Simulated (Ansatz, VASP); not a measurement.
## One calculation of LiZnF3, two programs

```
Li Zn F
1.0
    -2.62871    4.54084   -0.00261
    -5.24221    0.00904    0.00184
    -2.62530    1.51287    4.72904
Li Zn F
2 2 6
Cartesian
  -2.6181 1.5120 1.1587
  -7.8759 4.5475 3.5622
  -5.2466 3.0312 2.3653
  -7.8690 4.5488 0.0003
  -6.9352 3.1292 1.1794
  -4.3172 4.4482 1.1843
  -6.0217 4.5422 3.5475
  -4.4727 1.5240 1.1758
  -3.5677 2.9375 3.5613
  -6.1797 1.6116 3.5416
```

Change from the starting cell: cell x1, atoms moved at random (sigma 0.05 Å) and cell strained at random (1.5 %), then relaxed without symmetry.

Alike in both runs: functional PBE; k mesh 4 × 4 × 4; occupations gaussian, width 0.1 eV; no spin polarisation.

Ansatz relaxed the structure, and its values are those at the end. VASP's run is a single point on that final structure, the one shown.

|  | VASP | Ansatz |
| --- | --- | --- |
| version | VASP 6.6.1 | Ansatz 0.2.0 |
| potentials or method | VASP PAW PBE potentials, release 64 (Li_sv, Zn, F), cutoff 520 eV | scalar-relativistic, plane waves, PAW |
| valence electrons in the cell | 72 | 72 |

```csv
,VASP,Ansatz,Ansatz less VASP
gap on the k mesh at the Fermi level (eV),4.15,4.21,+0.061
least direct gap on the mesh (eV),4.15,4.21,+0.061
rms of the force components (eV/Å),0.011,0.007,-0.0037
```

Noted on VASP's run: the cutoff is short for stress, so the pressure is rough.
